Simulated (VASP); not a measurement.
# Au (Im-3m) in VASP: notebook, part 2 of 2

VASP 6.6.1. Earlier steps stand in the parts before.

## (4) Single point, revPBE

This run uses another cell than the first one, of 18.47 Å³/atom, 1.015 times its volume.

Input file INCAR:

```
PREC     = Accurate       # precision mode
ENCUT    = 520            # plane-wave cutoff, eV
EDIFF    = 1E-7           # SCF threshold, eV
ISMEAR   = -1             # smearing method
SIGMA    = 0.05           # smearing width, eV
LREAL    = False          # projectors in reciprocal space
LASPH    = True           # aspherical terms in the spheres
NELM     = 80             # most SCF steps
ALGO     = Normal         # electronic algorithm
ISIF     = 2              # what is computed and relaxed
LWAVE    = False          # write WAVECAR
LCHARG   = False          # write CHGCAR
GGA      = RE             # functional
NBANDS   = 12             # bands
```

Input file KPOINTS:

```
regular mesh
0
Gamma
  11 11 11
```

Input file POSCAR:

```
Au
1.0
   -1.6652747095      1.6652747095      1.6652747095
    1.6652747095     -1.6652747095      1.6652747095
    1.6652747095      1.6652747095     -1.6652747095
Au
1
Direct
    0.0000000000      0.0000000000      0.0000000000
```

Potentials or basis: VASP PAW PBE potentials, release 64 (Au).

Started as:

```bash
> cat potpaw_PBE.64/Au/POTCAR > POTCAR
> mpirun -np 1 vasp_std > vasp.out
```

OUTCAR:

```text
PREC = Accurate
   ENCUT = 520
   EDIFF = 1E-7
   ISMEAR = -1
   LREAL = False
   LASPH = True
   NELM = 80
   ISIF = 2
   GGA = RE

 ion  position               nearest neighbor table
   1  0.000  0.000  0.000-

  LATTYP: Found a body centered cubic cell.
 ALAT       =     3.3305494190

  Lattice vectors:

 A1 = (  -1.6652747095,   1.6652747095,   1.6652747095)
 A2 = (   1.6652747095,  -1.6652747095,   1.6652747095)
 A3 = (   1.6652747095,   1.6652747095,  -1.6652747095)

Analysis of symmetry for initial positions (statically):
=====================================================================
 Subroutine PRICEL returns:
 Original cell was already a primitive cell.

 Routine SETGRP: Setting up the symmetry group for a
 body centered cubic supercell.

 Subroutine GETGRP returns: Found 48 space group operations
 (whereof 48 operations were pure point group operations)
 out of a pool of 48 trial point group operations.

The static configuration has the point symmetry O_h .

[... 155 lines left out ...]

  energy without entropy =       -2.70936221  energy(sigma->0) =       -2.71219509

 E-fermi :   8.1705     XC(G=0): -12.1691

 val. band max:        8.1644205960   @ k =  -0.3636   0.4545   0.0909
 cond. band min:       8.1724987726   @ k =  -0.3636   0.3636   0.2727
 fundamental gap:      0.0080781766
 Fermi energy:         8.1705003699

 k-point     1 :       0.0000    0.0000    0.0000
  band No.  band energies     occupation
      1      -0.7281      2.00000
      2       3.8301      2.00000
      3       3.8301      2.00000
      4       3.8301      2.00000
      5       5.5191      2.00000
      6       5.5191      2.00000
      7      24.7533      0.00000
      8      24.7533      0.00000
      9      24.7533      0.00000
     10      31.2173      0.00000
     11      31.2173      0.00000
     12      31.2173      0.00000
[... 331 lines left out ...]
 k-point    24 :       0.3636    0.1818    0.0909
  band No.  band energies     occupation
      1       2.5647      2.00000
      2       3.0497      2.00000
      3       4.5635      2.00000
      4       5.5651      2.00000
      5       5.7351      2.00000
      6      11.1391      0.00000
      7      11.4903      0.00000
      8      16.9095      0.00000
      9      19.5156      0.00000
     10      29.8789      0.00000
     11      31.5482      0.00000
     12      33.4366      0.00000

 [... further k-points ...]
[... 5 lines left out ...]
  --------------------------------------------------------------------------------------
  -------------------------------------------------------------------------------------
  Total       -0.0225574     -0.0225574     -0.0225574      0.0000000      0.0000000     -0.0000000
  in kB       -1.9565124     -1.9565124     -1.9565124      0.0000000      0.0000000     -0.0000000
  external PRESSURE =      -1.9565124 kB  Pullay stress =       0.0000000 kB

 VOLUME and BASIS-vectors are now :
 -----------------------------------------------------------------------------
  energy-cutoff  :      520.00
  volume of cell :       18.47
      direct lattice vectors                 reciprocal lattice vectors
    -1.665274710  1.665274710  1.665274710     0.000000000  0.300250762  0.300250762
     1.665274710 -1.665274710  1.665274710     0.300250762  0.000000000  0.300250762
     1.665274710  1.665274710 -1.665274710     0.300250762  0.300250762  0.000000000

 POSITION                                       TOTAL-FORCE (eV/Angst)
 -----------------------------------------------------------------------------------
      0.00000      0.00000      0.00000        -0.000000     -0.000000      0.000000
 -----------------------------------------------------------------------------------
    total drift:                                0.000000      0.000000     -0.000000

  FREE ENERGIE OF THE ION-ELECTRON SYSTEM (eV)
  ---------------------------------------------------
  free  energy   TOTEN  =        -2.7150279583 eV

  energy  without entropy=       -2.7093622144  energy(sigma->0) =       -2.71219509
```

OSZICAR:

```text
N       E                     dE             d eps       ncg     rms          rms(c)
DAV:   1     0.490710481148E+02    0.49071E+02   -0.56007E+03  1424   0.814E+02
DAV:   2    -0.229204715506E+01   -0.51363E+02   -0.48749E+02  1616   0.182E+02
DAV:   3    -0.293997294467E+01   -0.64793E+00   -0.64751E+00  1588   0.201E+01
DAV:   4    -0.294228115970E+01   -0.23082E-02   -0.23081E-02  1540   0.138E+00
DAV:   5    -0.294229939298E+01   -0.18233E-04   -0.18234E-04  1600   0.119E-01    0.709E+00
DAV:   6    -0.272770077688E+01    0.21460E+00   -0.64243E-01  1436   0.630E+00    0.483E+00
DAV:   7    -0.271630671439E+01    0.11394E-01   -0.39935E-02  1564   0.161E+00    0.255E+00
DAV:   8    -0.271502541833E+01    0.12813E-02   -0.98481E-04  1460   0.257E-01    0.183E-01
DAV:   9    -0.271501861506E+01    0.68033E-05   -0.10744E-05  1524   0.255E-02    0.340E-02
DAV:  10    -0.271502823868E+01   -0.96236E-05   -0.73409E-06  1496   0.274E-02    0.606E-03
DAV:  11    -0.271502800599E+01    0.23269E-06   -0.11100E-07  1516   0.247E-03    0.592E-04
DAV:  12    -0.271502795833E+01    0.47660E-07   -0.47965E-09   812   0.677E-04
   1 F= -.27150280E+01 E0= -.27121951E+01  d E =-.566574E-02
```

Wall time 17 s (1 thread of Intel Xeon 8259CL, shared host); peak memory 0.15 GiB.

What came out:

```yaml
Free_energy: -2.7150 eV
Pressure: -0.2 GPa
```

Caveat: the PAW data sets were made with another functional, which shifts forces and pressure a little; spin-orbit coupling is left out, which moves the levels of the heavy elements.

## (5) Overview

| level | cell | smearing | gap on the mesh (eV) | pressure (GPa) |
| --- | --- | --- | --- | --- |
| PBE | a = 2.870 Å, angles 109.5°, 1 atom | gaussian 0.021 eV | none | -1.0 |
| RPBE | a = 2.893 Å, angles 109.5°, 1 atom | fermi-dirac 0.05 eV | none | -0.1 |
| revPBE | a = 2.884 Å, angles 109.5°, 1 atom | fermi-dirac 0.05 eV | none | -0.2 |

Alike in all rows: task single point; potentials or basis VASP PAW PBE potentials, release 64 (Au); no spin polarisation; k mesh 11 × 11 × 11; cutoff (eV) 520.

Caveats: spin-orbit coupling is left out, which moves the levels of the heavy elements; the PAW data sets were made with another functional, which shifts forces and pressure a little (some runs).

Absolute energies hang on the potentials; compare differences alone.
